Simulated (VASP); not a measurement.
# NaI (Fm-3m) in VASP: a series of runs, part 2 of 2

VASP 6.6.1. Earlier steps stand in the parts before.

**4. Single point, PBE**

This run uses another cell than the first one, of 22.83 Å³/atom, 1.128 times its volume.

File INCAR:

```
SYSTEM = NaI
ALGO = Normal
EDIFF = 1E-6
ENCUT = 500
GGA = PE
GGA_COMPAT = .FALSE.
ISIF = 2
ISMEAR = 0
LASPH = .TRUE.
LCHARG = .FALSE.
LREAL = .FALSE.
LWAVE = .FALSE.
NBANDS = 14
NELM = 120
PREC = Accurate
SIGMA = 0.01
```

File KPOINTS:

```
k-points
0
G
  2 2 2
  0 0 0
```

File POSCAR:

```
NaI
1.0
    0.0000000000      2.8366648300      2.8366648300
    2.8366648300      0.0000000000      2.8366648300
    2.8366648300      2.8366648300      0.0000000000
Na I
1 1
Direct
    0.0000000000      0.0000000000      0.0000000000
    0.5000000000      0.5000000000      0.5000000000
```

Potentials or basis: VASP PAW PBE potentials, release 64 (Na_pv, I).

The run is started by

```console
$ cat potpaw_PBE.64/Na_pv/POTCAR potpaw_PBE.64/I/POTCAR > POTCAR
$ mpirun -np 1 vasp_std > vasp.out
```

OUTCAR:

```text
SYSTEM = NaI
   EDIFF = 1E-6
   ENCUT = 500
   GGA = PE
   ISIF = 2
   ISMEAR = 0
   LASPH = .TRUE.
   LREAL = .FALSE.
   NELM = 120
   PREC = Accurate

 ion  position               nearest neighbor table
   1  0.000  0.000  0.000-   2 2.84   2 2.84   2 2.84   2 2.84   2 2.84   2 2.84
   2  0.500  0.500  0.500-   1 2.84   1 2.84   1 2.84   1 2.84   1 2.84   1 2.84

  LATTYP: Found a face centered cubic cell.
 ALAT       =     5.6733296600

  Lattice vectors:

 A1 = (   0.0000000000,   2.8366648300,   2.8366648300)
 A2 = (   2.8366648300,   0.0000000000,   2.8366648300)
 A3 = (   2.8366648300,   2.8366648300,   0.0000000000)

Analysis of symmetry for initial positions (statically):
=====================================================================
 Subroutine PRICEL returns:
 Original cell was already a primitive cell.

 Routine SETGRP: Setting up the symmetry group for a
 face centered cubic supercell.

 Subroutine GETGRP returns: Found 48 space group operations
 (whereof 48 operations were pure point group operations)
 out of a pool of 48 trial point group operations.

The static configuration has the point symmetry O_h .

Analysis of symmetry for dynamics (positions and initial velocities):
=====================================================================
 Subroutine PRICEL returns:
 Original cell was already a primitive cell.

 Routine SETGRP: Setting up the symmetry group for a
 face centered cubic supercell.

 Subroutine GETGRP returns: Found 48 space group operations
 (whereof 48 operations were pure point group operations)
 out of a pool of 48 trial point group operations.

The dynamic configuration has the point symmetry O_h .

 Subroutine INISYM returns: Found 48 space group operations
 (whereof 48 operations are pure point group operations),
 and found     1 'primitive' translations

----------------------------------------------------------------------------------------

                                     Primitive cell

  volume of cell :      45.6514

  direct lattice vectors                    reciprocal lattice vectors
     0.000000000  2.836664830  2.836664830    -0.176263334  0.176263334  0.176263334
     2.836664830  0.000000000  2.836664830     0.176263334 -0.176263334  0.176263334
     2.836664830  2.836664830  0.000000000     0.176263334  0.176263334 -0.176263334

  length of vectors
     4.011649874  4.011649874  4.011649874     0.305297050  0.305297050  0.305297050

  position of ions in fractional coordinates (direct lattice)
     0.000000000  0.000000000  0.000000000
     0.500000000  0.500000000  0.500000000

  ion indices of the primitive-cell ions
   primitive index   ion index
                 1           1
                 2           2

----------------------------------------------------------------------------------------

 KPOINTS: k-points

Automatic generation of k-mesh.
 Grid dimensions read from file:
 generate k-points for:    2    2    2

 Generating k-lattice:

  Cartesian coordinates                     Fractional coordinates (reciprocal lattice)
    -0.088131667  0.088131667  0.088131667     0.500000000  0.000000000  0.000000000
     0.088131667 -0.088131667  0.088131667     0.000000000  0.500000000  0.000000000
     0.088131667  0.088131667 -0.088131667     0.000000000  0.000000000  0.500000000

  Length of vectors
     0.152648525  0.152648525  0.152648525

  Shift w.r.t. Gamma in fractional coordinates (k-lattice)
     0.000000000  0.000000000  0.000000000

 Subroutine IBZKPT returns following result:
 ===========================================

 Found      3 irreducible k-points:

 Following reciprocal coordinates:
            Coordinates               Weight
  0.000000  0.000000  0.000000      1.000000
  0.500000  0.000000  0.000000      4.000000
  0.500000  0.500000  0.000000      3.000000
   k-points           NKPTS =      3   k-points in BZ     NKDIM =      3   number of bands    NBANDS=     14
   number of dos      NEDOS =    301   number of ions     NIONS =      2
   total plane-waves  NPLWV =  27000
   dimension x,y,z NGX =    30 NGY =   30 NGZ =   30
   dimension x,y,z NGXF=    60 NGYF=   60 NGZF=   60
   ions per type =               1   1
   NGX,Y,Z   is equivalent  to a cutoff of  12.43, 12.43, 12.43 a.u.
   NGXF,Y,Z  is equivalent  to a cutoff of  24.86, 24.86, 24.86 a.u.
 SYSTEM =  NaI
   PREC   = accura    normal or accurate (medium, high low for compatibility)
   ISTART =      0    job   : 0-new  1-cont  2-samecut
   ICHARG =      2    charge: 1-file 2-atom 10-const
   ISPIN  =      1    spin polarized calculation?
   LNONCOLLINEAR =      F non collinear calculations
   LSORBIT =      F    spin-orbit coupling
   LASPH  =      T    aspherical Exc in radial PAW
   ENCUT  =  500.0 eV  36.75 Ry    6.06 a.u.   7.31  7.31  7.31*2*pi/ulx,y,z
   NELM   =    120;   NELMIN=  2; NELMDL= -5     # of ELM steps
   EDIFF  = 0.1E-05   stopping-criterion for ELM
   LREAL  =      F    real-space projection
   EDIFFG = 0.1E-04   stopping-criterion for IOM
   NSW    =      0    number of steps for IOM
   IBRION =     -1    ionic relax: 0-MD 1-quasi-New 2-CG
   NFREE  =      0    steps in history (QN), initial steepest desc. (CG)
   ISIF   =      2    stress and relaxation
   ISYM   =      2    0-nonsym 1-usesym 2-fastsym
   POTIM  = 0.5000    time-step for ionic-motion
   TEBEG  =    0.0;   TEEND  =   0.0 temperature during run
   PSTRESS=    0.0 pullay stress
   NELECT =      14.0000    total number of electrons
   NUPDOWN=      -1.0000    fix difference up-down
   EMIN   =  10.00;   EMAX   =-10.00  energy-range for DOS
   EFERMI =   0.00;   METHOD = LEGACY
   ISMEAR =     0;   SIGMA  =   0.01  broadening in eV -4-tet -1-fermi 0-gaus
   EFERMI_NEDOS =   21; number of points for ismear=-14 and -15
   IALGO  =     38    algorithm
   IMIX   =      4    mixing-type and parameters
     AMIX     =   0.40;   BMIX     =  1.00
     AMIX_MAG =   1.60;   BMIX_MAG =  1.00
  volume/ion in A,a.u.               =      22.83       154.04
  Fermi-wavevector in a.u.,A,eV,Ry     =   1.103993  2.086243 16.582775  1.218800
  Thomas-Fermi vector in A             =   2.240459
   LORBIT       =      0    0 simple, 1 ext, 2 COOP (PROOUT), +10 PAW based schemes
   GGA     = PE    functional components
   LHFCALC =     F    Hartree Fock is set to
   AEXX    =    0.0000 exact exchange contribution
   IVDW    =     0    specifies the selected vdW correction
   LEPSILON=     F    determine dielectric tensor
   LRPA    =     F    only Hartree local field effects (RPA)
 non-spin polarized calculation
 Gauss-broadening in eV      SIGMA  =   0.01
  energy-cutoff  :      500.00
  volume of cell :       45.65
 maximum number of plane-waves:      1170
 NGX is ok and might be reduce to    30
   NGX = 15   NGY = 15   NGZ = 15

 number of electron      13.9999994 magnetization

 Free energy of the ion-electron system (eV)
  ---------------------------------------------------
  ext. energy  EPLUGINS =         0.00000000
  ---------------------------------------------------
  free energy    TOTEN  =        -3.55055254 eV

  energy without entropy =       -3.55055254  energy(sigma->0) =       -3.55055254

 E-fermi :   4.7070     XC(G=0):  -9.3009

 val. band max:        4.6316747984   @ k =   0.0000   0.0000   0.0000
 cond. band min:       8.9572022189   @ k =   0.5000   0.5000   0.0000
 fundamental gap:      4.3255274205
 Fermi energy:         4.7069627873

 k-point     1 :       0.0000    0.0000    0.0000
  band No.  band energies     occupation
      1     -18.2384      2.00000
      2     -18.2384      2.00000
      3     -18.2384      2.00000
      4      -7.8923      2.00000
      5       4.6317      2.00000
      6       4.6317      2.00000
      7       4.6317      2.00000
      8       9.7655      0.00000
      9      12.1713      0.00000
     10      12.1713      0.00000
     11      12.1713      0.00000
     12      14.7822      0.00000
     13      14.7822      0.00000
     14      14.8824      0.00000

 k-point     2 :       0.5000    0.0000    0.0000
  band No.  band energies     occupation
      1     -18.2751      2.00000
      2     -18.2393      2.00000
      3     -18.2393      2.00000
      4      -6.9133      2.00000
      5       0.5210      2.00000
      6       3.9596      2.00000
      7       3.9596      2.00000
      8       9.6050      0.00000
      9      12.1133      0.00000
     10      12.1133      0.00000
     11      15.1615      0.00000
     12      17.1807      0.00000
     13      18.3023      0.00000
     14      18.3225      0.00000

 k-point     3 :       0.5000    0.5000    0.0000
  band No.  band energies     occupation
      1     -18.2636      2.00000
      2     -18.2486      2.00000
      3     -18.2486      2.00000
      4      -6.7143      2.00000
      5       0.9687      2.00000
      6       3.1241      2.00000
      7       3.1241      2.00000
      8       8.9572      0.00000
      9       9.1364      0.00000
     10      17.3689      0.00000
     11      17.3774      0.00000
     12      18.3712      0.00000
     13      18.3712      0.00000
     14      19.5710      0.00000

------------------------ aborting loop because EDIFF is reached ----------------------------------------

  FORCE on cell =-STRESS in cart. coord.  units (eV):
  Direction    XX          YY          ZZ          XY          YZ          ZX
  --------------------------------------------------------------------------------------
  -------------------------------------------------------------------------------------
  Total        6.8266222      6.8266222      6.8266222      0.0000000      0.0000000      0.0000000
  in kB      239.5865236    239.5865236    239.5865236      0.0000000      0.0000000      0.0000000
  external PRESSURE =     239.5865236 kB  Pullay stress =       0.0000000 kB

 VOLUME and BASIS-vectors are now :
 -----------------------------------------------------------------------------
  energy-cutoff  :      500.00
  volume of cell :       45.65
      direct lattice vectors                 reciprocal lattice vectors
     0.000000000  2.836664830  2.836664830    -0.176263334  0.176263334  0.176263334
     2.836664830  0.000000000  2.836664830     0.176263334 -0.176263334  0.176263334
     2.836664830  2.836664830  0.000000000     0.176263334  0.176263334 -0.176263334

 POSITION                                       TOTAL-FORCE (eV/Angst)
 -----------------------------------------------------------------------------------
      0.00000      0.00000      0.00000         0.000000      0.000000      0.000000
      2.83666      2.83666      2.83666        -0.000000     -0.000000     -0.000000
 -----------------------------------------------------------------------------------
    total drift:                               -0.000000     -0.000000      0.000000

  FREE ENERGIE OF THE ION-ELECTRON SYSTEM (eV)
  ---------------------------------------------------
  free  energy   TOTEN  =        -3.5505525374 eV

  energy  without entropy=       -3.5505525374  energy(sigma->0) =       -3.55055254
```

OSZICAR:

```text
N       E                     dE             d eps       ncg     rms          rms(c)
DAV:   1     0.784583465071E+02    0.78458E+02   -0.65618E+03    90   0.905E+02
DAV:   2     0.892766134609E+00   -0.77566E+02   -0.69497E+02    96   0.218E+02
DAV:   3    -0.359100203476E+01   -0.44838E+01   -0.44630E+01   102   0.529E+01
DAV:   4    -0.367842277434E+01   -0.87421E-01   -0.87410E-01   110   0.726E+00
DAV:   5    -0.368017062860E+01   -0.17479E-02   -0.17478E-02   102   0.101E+00    0.241E+00
DAV:   6    -0.356732374718E+01    0.11285E+00   -0.10100E-01   102   0.213E+00    0.173E+00
DAV:   7    -0.354716739577E+01    0.20156E-01   -0.12488E-01    92   0.213E+00    0.108E+00
DAV:   8    -0.355053042868E+01   -0.33630E-02   -0.81800E-03    96   0.806E-01    0.320E-01
DAV:   9    -0.355052584968E+01    0.45790E-05   -0.56241E-04   108   0.245E-01    0.348E-02
DAV:  10    -0.355054927390E+01   -0.23424E-04   -0.43194E-05   102   0.712E-02    0.246E-02
DAV:  11    -0.355055240909E+01   -0.31352E-05   -0.49388E-06    96   0.243E-02    0.294E-03
DAV:  12    -0.355055253738E+01   -0.12830E-06   -0.72721E-07   108   0.606E-03
   1 F= -.35505525E+01 E0= -.35505525E+01  d E =-.510911E-27
```

Run time: 6.3 s. Hardware: 1 thread of AMD EPYC 7R13, shared host; peak memory 0.13 GiB.

Results:

| Item | Value |
| --- | --- |
| Free energy | -3.5506 eV |
| Pressure | 24.0 GPa |
| Band gap on the k mesh | 4.33 eV, indirect (least direct gap 5.13 eV) |

Levels at points of the mesh, in eV from the valence-band top:
```tsv
k point	band 5	band 6	band 7	band 8	band 9	band 10
(0.00, 0.00, 0.00)	0.00	0.00	0.00	5.13	7.54	7.54
(0.50, 0.00, 0.00)	-4.11	-0.67	-0.67	4.97	7.48	7.48
(0.50, 0.50, 0.00)	-3.66	-1.51	-1.51	4.33	4.50	12.74
```

Caveat: the k points lie up to 0.96 Å⁻¹ apart; spin-orbit coupling is left out, which moves the levels of the heavy elements. A k mesh can miss the band edges.

**5. Single point, PBE**

File INCAR:

```
PREC     = Accurate       # precision mode
ENCUT    = 500            # plane-wave cutoff, eV
EDIFF    = 1E-6           # SCF threshold, eV
ISMEAR   = 0              # smearing method
SIGMA    = 0.01           # smearing width, eV
LREAL    = F              # projectors in reciprocal space
LASPH    = T              # aspherical terms in the spheres
NELM     = 120            # most SCF steps
ALGO     = Normal         # electronic algorithm
ISIF     = 2              # what is computed and relaxed
LWAVE    = F              # write WAVECAR
LCHARG   = F              # write CHGCAR
GGA      = PE             # functional
NBANDS   = 14             # bands
GGA_COMPAT= F
```

File KPOINTS:

```
regular mesh
0
Gamma
  3 3 3
```

File POSCAR:

```
NaI
1.0
    0.0000000000      2.7253065100      2.7253065100
    2.7253065100      0.0000000000      2.7253065100
    2.7253065100      2.7253065100      0.0000000000
Na I
1 1
Direct
    0.0000000000      0.0000000000      0.0000000000
    0.5000000000      0.5000000000      0.5000000000
```

The run is started by

```console
$ cat potpaw_PBE.64/Na_pv/POTCAR potpaw_PBE.64/I/POTCAR > POTCAR
$ mpirun -np 1 vasp_std > vasp.out
```

It took 7 s on 1 thread of AMD EPYC 7R13, shared host; peak memory 0.12 GiB.

It converged, with:

```
Free energy            : -3.5883 eV
Pressure               : 31.5 GPa
Band gap on the k mesh : 4.35 eV, indirect (least direct gap 5.81 eV)
```

Levels at points of the mesh, in eV from the valence-band top:
| k point | band 5 | band 6 | band 7 | band 8 | band 9 | band 10 |
| --- | --- | --- | --- | --- | --- | --- |
| (0.00, 0.00, 0.00) | 0.00 | 0.00 | 0.00 | 5.88 | 7.40 | 7.40 |

Caveat: the k points lie up to 0.67 Å⁻¹ apart; spin-orbit coupling is left out, which moves the levels of the heavy elements.

**6. The runs side by side**

```tsv
cell	k mesh	gap on the mesh (eV)	pressure (GPa)
a = 3.854 Å, angles 60.0°, 2 atoms	2 × 2 × 2	3.77	38.5
a = 4.012 Å, angles 60.0°, 2 atoms	2 × 2 × 2	4.33	24.0
a = 3.854 Å, angles 60.0°, 2 atoms	3 × 3 × 3	4.35	31.5
```

Alike in all rows: task single point; level PBE; potentials or basis VASP PAW PBE potentials, release 64 (Na_pv, I); no spin polarisation; cutoff (eV) 500; smearing gaussian 0.01 eV.

Caveats: all runs use coarse meshes; spin-orbit coupling is left out, which moves the levels of the heavy elements.

Absolute energies hang on the potentials; compare differences alone.
